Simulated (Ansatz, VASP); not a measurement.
## GaN: VASP beside Ansatz

```
Ga N
1.0
     4.50700    0.00000    0.00000
     0.00000   -4.50700    0.00000
     0.00000    0.00000   -4.50700
Ga N
4 4
Direct
  0.00000 0.50000 0.50000
  0.50000 0.00000 0.50000
  0.50000 0.50000 0.00000
  0.00000 0.00000 0.00000
  0.75000 0.75000 0.75000
  0.25000 0.25000 0.75000
  0.25000 0.75000 0.25000
  0.75000 0.25000 0.25000
```

Alike in both runs: task single point; functional LDA; k mesh 6 × 6 × 6; occupations gaussian, width 0.05 eV; no spin polarisation.

|  | VASP | Ansatz |
| --- | --- | --- |
| version | VASP 6.6.1 | Ansatz 0.2.0 |
| potentials or method | VASP PAW LDA potentials, release 64 (Ga_d, N_h), cutoff 910 eV | scalar-relativistic, plane waves, PAW |
| valence electrons in the cell | 72 | 72 |

|  | VASP | Ansatz | Ansatz less VASP |
| --- | --- | --- | --- |
| gap on the k mesh at the Fermi level (eV) | 1.75 | 1.73 | -0.017 |
| least direct gap on the mesh (eV) | 1.75 | 1.73 | -0.017 |

LDA's correlation is that of Perdew and Zunger in VASP and of Perdew and Wang (1992) in Ansatz.

Noted on VASP's run: the cutoff is short for stress, so the pressure is rough.
